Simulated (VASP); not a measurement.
# K8Au11 (a cell with a defect) in VASP: single point with LDA

Aim: the single point of K8Au11 (a cell with a defect) with LDA.

Everything below comes from runs of VASP 6.6.1. Logs are shortened: lines on timing, memory, paths and dates and some standing lists are left out, and cuts for length are marked.

## Step 1: The cell of the first run

The cell holds a defect, 19 atoms: a = 11.036 Å, b = 9.702 Å, c = 6.186 Å, α = 66.92°, β = 63.51°, γ = 90.00°.

## Step 2: Single point, LDA

INCAR

```
SYSTEM = K8Au11
  PREC = Accurate
  ENCUT = 520
  EDIFF = 1E-7
  ISMEAR = 0
  SIGMA = 0.1
  LREAL = Auto
  LASPH = .TRUE.
  NELM = 60
  ALGO = Normal
  ISIF = 2
  LWAVE = .FALSE.
  LCHARG = .FALSE.
  GGA = CA
  NBANDS = 112
```

KPOINTS

```
regular mesh
0
G
  2 2 3
  0 0 0
```

POSCAR

```
K8Au11
1.0
    0.0000000000     11.0357480000      0.0000000000
    9.7016040000      0.0000000000      0.0000000000
    2.4254010000      2.7589370000     -4.9771710000
Au K
11 8
Direct
   -0.0067220161     -0.0030079887      0.0257608187
    0.1158267590      0.2495034646      0.0039932323
    0.3629101336      0.2520990341     -0.0039329571
    0.0028787688      0.4997853894     -0.0102250857
    0.1482319980      0.7486525971      0.0013853251
    0.3951802519      0.7528194185     -0.0111675890
    0.4938908726      0.0073799426     -0.0141841620
    0.6173633444      0.2515227640     -0.0038497773
    0.8636368873      0.2491441022      0.0025705366
    0.4906252619      0.4978400779     -0.0030895061
    0.9000040433      0.7469889274      0.0135755834
    0.3417521834      0.0997602582      0.6095010599
    0.1453771350      0.4031359284      0.3921157220
    0.3444919391      0.5963380692      0.6028661663
    0.1560018051      0.9002553173      0.3925422695
    0.8408510785      0.0828823900      0.6232086460
    0.6550466598      0.4097059951      0.3781674369
    0.8407056616      0.6047267460      0.6296309691
    0.6460164566      0.9009285164      0.3721513687
```

Potentials or basis: VASP PAW LDA potentials, release 64 (Au, K_sv).

Run with:

```
cat potpaw_LDA.64/Au/POTCAR potpaw_LDA.64/K_sv/POTCAR > POTCAR
mpirun -np 1 vasp_std > vasp.out
```

OUTCAR:

```text
SYSTEM = K8Au11
   PREC = Accurate
   ENCUT = 520
   EDIFF = 1E-7
   ISMEAR = 0
   LREAL = Auto
   LASPH = .TRUE.
   NELM = 60
   ISIF = 2
   GGA = CA

 ion  position               nearest neighbor table
   1  0.993  0.997  0.026-  11 2.68   2 2.73   9 2.82   5 2.97  15 3.35  19 3.35  12 3.40  16 3.44

   2  0.116  0.250  0.004-   3 2.71   4 2.72   1 2.73   9 2.79  13 3.34  16 3.36  13 3.41  12 3.41
                            14 3.42  15 3.47
   3  0.363  0.252  0.996-   2 2.71  10 2.77   7 2.79   8 2.81  14 3.34  12 3.35  15 3.36  12 3.38
                            13 3.39  17 3.43
   4  0.003  0.500  0.990-  11 2.68   2 2.72   9 2.83   5 2.94  18 3.31  14 3.32  13 3.35  17 3.38

   5  0.148  0.749  0.001-   6 2.69  11 2.71   4 2.94   1 2.97  13 3.26  12 3.31  15 3.32  14 3.32
                            15 3.42  18 3.54
   6  0.395  0.753  0.989-  10 2.68   7 2.69   5 2.69  19 3.25  14 3.26  15 3.49  12 3.50  14 3.51
                            13 3.54
   7  0.494  0.007  0.986-   6 2.69   8 2.77   3 2.79  12 3.30  15 3.30  19 3.35  16 3.36
   8  0.617  0.252  0.996-   9 2.74   7 2.77  10 2.77   3 2.81  17 3.34  12 3.34  19 3.40  17 3.44
                            18 3.45  16 3.46
   9  0.864  0.249  0.003-   8 2.74   2 2.79   1 2.82   4 2.83  17 3.35  13 3.36  19 3.38  18 3.40
                            16 3.42  16 3.42
  10  0.491  0.498  0.997-   6 2.68   8 2.77   3 2.77  14 3.34  13 3.36  18 3.39  17 3.44
  11  0.900  0.747  0.014-   1 2.68   4 2.68   5 2.71  18 3.24  15 3.28  17 3.45  18 3.45  19 3.47
                            16 3.48
  12  0.342  0.100  0.610-   7 3.30   5 3.31   8 3.34   3 3.35   3 3.38   1 3.40   2 3.41   6 3.50
                            15 3.77
  13  0.145  0.403  0.392-   5 3.26   2 3.34   4 3.35   9 3.36  10 3.36   3 3.39   2 3.41   6 3.54
                            14 3.81
  14  0.344  0.596  0.603-   6 3.26   4 3.32   5 3.32  10 3.34   3 3.34   2 3.42   6 3.51  15 3.76
                            19 3.78  13 3.81
  15  0.156  0.900  0.393-  11 3.28   7 3.30   5 3.32   1 3.35   3 3.36   5 3.42   2 3.47   6 3.49
                            14 3.76  12 3.77
  16  0.841  0.083  0.623-   2 3.36   7 3.36   9 3.42   9 3.42   1 3.44   8 3.46  11 3.48  19 3.73

  17  0.655  0.410  0.378-   8 3.34   9 3.35   4 3.38   3 3.43  10 3.44   8 3.44  11 3.45  18 3.73

  18  0.841  0.605  0.630-  11 3.24   4 3.31  10 3.39   9 3.40   8 3.45  11 3.45   5 3.54  17 3.73

  19  0.646  0.901  0.372-   6 3.25   7 3.35   1 3.35   9 3.38   8 3.40  11 3.47  16 3.73  14 3.78

  LATTYP: Found a triclinic cell.
 ALAT       =     9.7016040000
 B/A-ratio  =     0.9521380816
 C/A-ratio  =     1.2752520166
 COS(alpha) =     0.0085263890
 COS(beta)  =     0.3920793643
 COS(gamma) =     0.7877008750

  Lattice vectors:

 A1 = (   9.7016040000,  -0.0000000000,   0.0000000000)
 A2 = (   7.2762030000,  -2.7589370000,   4.9771710000)
 A3 = (   4.8508020000,  -5.5178740000,  -9.9543420000)

Analysis of symmetry for initial positions (statically):
[... 154 lines left out ...]
   NUPDOWN=      -1.0000    fix difference up-down
   EMIN   =  10.00;   EMAX   =-10.00  energy-range for DOS
   EFERMI =   0.00;   METHOD = LEGACY
   ISMEAR =     0;   SIGMA  =   0.10  broadening in eV -4-tet -1-fermi 0-gaus
   EFERMI_NEDOS =   21; number of points for ismear=-14 and -15
   IALGO  =     38    algorithm
   IMIX   =      4    mixing-type and parameters
     AMIX     =   0.40;   BMIX     =  1.00
     AMIX_MAG =   1.60;   BMIX_MAG =  1.00
  volume/ion in A,a.u.               =      28.05       189.27
  Fermi-wavevector in a.u.,A,eV,Ry     =   1.166947  2.205211 18.527957  1.361766
  Thomas-Fermi vector in A             =   2.303454
   LORBIT       =      0    0 simple, 1 ext, 2 COOP (PROOUT), +10 PAW based schemes
   GGA     = CA    functional components
   LHFCALC =     F    Hartree Fock is set to
   AEXX    =    0.0000 exact exchange contribution
   IVDW    =     0    specifies the selected vdW correction
   LEPSILON=     F    determine dielectric tensor
   LRPA    =     F    only Hartree local field effects (RPA)
 non-spin polarized calculation
 Gauss-broadening in eV      SIGMA  =   0.10
  energy-cutoff  :      520.00
  volume of cell :      532.88
 maximum number of plane-waves:     14372
 NGX is ok and might be reduce to    84
   NGX = 41   NGY = 37   NGZ = 23

 number of electron     193.0000005 magnetization

 Free energy of the ion-electron system (eV)
  ---------------------------------------------------
  ext. energy  EPLUGINS =         0.00000000
  ---------------------------------------------------
  free energy    TOTEN  =       -62.37055837 eV

  energy without entropy =      -62.34401299  energy(sigma->0) =      -62.35728568

 E-fermi :   3.1046     XC(G=0):  -9.4562

 val. band max:        3.0472517859   @ k =   0.5000   0.5000   0.3333
 cond. band min:       3.1249491234   @ k =   0.0000   0.5000   0.3333
 fundamental gap:      0.0776973375
 Fermi energy:         3.1045959499

 k-point     1 :       0.0000    0.0000    0.0000
  band No.  band energies     occupation
      1     -27.4079      2.00000
      2     -27.3326      2.00000
      3     -27.3258      2.00000
      4     -27.2881      2.00000
      5     -27.2798      2.00000
      6     -27.1680      2.00000
[... 877 lines left out ...]
    107       6.0379      0.00000
    108       6.1619      0.00000
 [bands above 108 left out]

------------------------ aborting loop because EDIFF is reached ----------------------------------------

  FORCE on cell =-STRESS in cart. coord.  units (eV):
  Direction    XX          YY          ZZ          XY          YZ          ZX
  --------------------------------------------------------------------------------------
  -------------------------------------------------------------------------------------
  Total       -5.6811267     -8.4546184     -6.8105744     -0.0355254     -0.2136052     -0.0758069
  in kB      -17.0811528    -25.4200683    -20.4770052     -0.1068123     -0.6422358     -0.2279249
  external PRESSURE =     -20.9927421 kB  Pullay stress =       0.0000000 kB

 VOLUME and BASIS-vectors are now :
 -----------------------------------------------------------------------------
  energy-cutoff  :      520.00
  volume of cell :      532.88
      direct lattice vectors                 reciprocal lattice vectors
     0.000000000 11.035748000  0.000000000     0.000000000  0.090614610  0.050229337
     9.701604000  0.000000000  0.000000000     0.103075739  0.000000000  0.050229337
     2.425401000  2.758937000 -4.977171000     0.000000000  0.000000000 -0.200917348

 POSITION                                       TOTAL-FORCE (eV/Angst)
 -----------------------------------------------------------------------------------
      9.73490     11.03264     -0.12822         0.003897      0.004112      0.004553
      2.43027      1.28925     -0.01987        -0.000715      0.010205     -0.001027
      4.86163      6.75307     -4.95760        -0.000489      0.000684      0.002443
      7.24932      2.76250     -4.92628        -0.001767      0.003473      0.004627
      7.26649      1.63967     -0.00689         0.004304     -0.001595     -0.001943
      9.70187      7.08924     -4.92159        -0.001966      0.000576      0.000405
[... 11 lines left out ...]
      7.39393     11.01493     -3.13378         0.005078     -0.002180     -0.001534
      9.64307      8.15602     -1.85226        -0.007050      0.000365     -0.003550
 -----------------------------------------------------------------------------------
    total drift:                               -0.003669     -0.007010      0.008142

  FREE ENERGIE OF THE ION-ELECTRON SYSTEM (eV)
  ---------------------------------------------------
  free  energy   TOTEN  =       -62.3705583692 eV

  energy  without entropy=      -62.3440129851  energy(sigma->0) =      -62.35728568
```

OSZICAR:

```text
N       E                     dE             d eps       ncg     rms          rms(c)
DAV:   1     0.148311252628E+04    0.14831E+04   -0.91222E+04  1792   0.159E+03
DAV:   2     0.665313226409E+02   -0.14166E+04   -0.13452E+04  1928   0.425E+02
DAV:   3    -0.598501554703E+02   -0.12638E+03   -0.12354E+03  2376   0.108E+02
DAV:   4    -0.655292006635E+02   -0.56790E+01   -0.56459E+01  2736   0.208E+01
DAV:   5    -0.658919707597E+02   -0.36277E+00   -0.36250E+00  2832   0.398E+00    0.218E+01
DAV:   6    -0.627680076351E+02    0.31240E+01   -0.13934E+01  1976   0.111E+01    0.125E+01
DAV:   7    -0.624761841501E+02    0.29182E+00   -0.59509E-01  2040   0.215E+00    0.647E+00
DAV:   8    -0.623685827619E+02    0.10760E+00   -0.23275E-01  2064   0.132E+00    0.894E-01
DAV:   9    -0.623704899274E+02   -0.19072E-02   -0.22498E-02  2536   0.451E-01    0.348E-01
DAV:  10    -0.623704940868E+02   -0.41594E-05   -0.21253E-03  2400   0.159E-01    0.919E-02
DAV:  11    -0.623705288388E+02   -0.34752E-04   -0.26388E-04  2288   0.533E-02    0.401E-02
DAV:  12    -0.623705550999E+02   -0.26261E-04   -0.33656E-05  2536   0.192E-02    0.765E-03
DAV:  13    -0.623705578411E+02   -0.27411E-05   -0.38157E-06  2312   0.632E-03    0.411E-03
DAV:  14    -0.623705582910E+02   -0.44992E-06   -0.37215E-07  1480   0.255E-03    0.140E-03
DAV:  15    -0.623705583692E+02   -0.78257E-07   -0.12491E-07  1272   0.115E-03
   1 F= -.62370558E+02 E0= -.62357286E+02  d E =-.265454E-01
```

stdout:

```text
POSCAR found type information on POSCAR AuK
 POSCAR found :  2 types and      19 ions
 scaLAPACK will be used
 LDA part: xc-table for (Slater(with rela. corr.)+CA(PZ))
 , standard interpolation
 POSCAR, INCAR and KPOINTS ok, starting setup
 FFT: planning ... GRIDC
 FFT: planning ... GRID_SOFT
 FFT: planning ... GRID
 WAVECAR not read
 entering main loop
```

Wall time 13 min (1 thread of Intel Xeon Platinum 8259CL at 2.50GHz (Skylake/Cascade Lake), shared host); peak memory 0.6 GiB.

What came out:

| Item | Value |
| --- | --- |
| Free energy | -62.3706 eV |
| Pressure | -2.1 GPa |
| Largest force | 0.033 eV/Å |
| Band gap on the k mesh | zero (an odd number of electrons rules out a gap without spin polarisation) |

Forces in eV/Å, atoms in the order of the input:
```
Au   0.004  0.004  0.005
Au  -0.001  0.010 -0.001
Au   0.000  0.001  0.002
Au  -0.002  0.003  0.005
Au   0.004 -0.002 -0.002
Au  -0.002  0.001  0.000
Au   0.000  0.003  0.005
Au   0.000  0.006 -0.003
Au  -0.001 -0.005  0.000
Au   0.005  0.012 -0.001
Au  -0.002 -0.033 -0.002
K    0.004  0.003  0.005
K   -0.001 -0.002 -0.004
K   -0.002  0.007  0.005
K   -0.003 -0.004 -0.008
K   -0.007  0.002  0.001
K    0.006 -0.005 -0.003
K    0.005 -0.002 -0.002
K   -0.007  0.000 -0.004
```

Stress tensor (GPa, compression positive):
```
-1.71 -0.01 -0.02
-0.01 -2.54 -0.06
-0.02 -0.06 -2.05
```

Levels at points of the mesh, in eV from the Fermi level:
| k point | band 92 | band 93 | band 94 | band 95 | band 96 | band 97 | band 98 | band 99 | band 100 | band 101 |
| --- | --- | --- | --- | --- | --- | --- | --- | --- | --- | --- |
| (0.00, 0.00, 0.00) | -2.11 | -1.60 | -1.23 | -0.70 | 0.69 | 0.71 | 1.19 | 1.26 | 1.41 | 1.44 |
| (0.50, 0.00, 0.00) | -1.82 | -1.51 | -1.43 | -1.23 | -0.19 | 0.54 | 1.08 | 1.16 | 1.21 | 1.35 |
| (0.00, 0.50, 0.00) | -2.08 | -1.71 | -1.06 | -0.77 | 0.02 | 0.35 | 1.07 | 1.14 | 1.19 | 1.34 |
| (0.50, 0.50, 0.00) | -1.59 | -1.57 | -1.16 | -0.52 | -0.45 | -0.15 | 0.05 | 0.65 | 0.87 | 1.17 |

Caveat: the k points lie up to 0.39 Å⁻¹ apart, too coarse for converged energies and pressures of a metal; spin-orbit coupling is left out, which moves the levels of the heavy elements.

The gap in the log of VASP goes by the Fermi energy; the results here count the filled bands.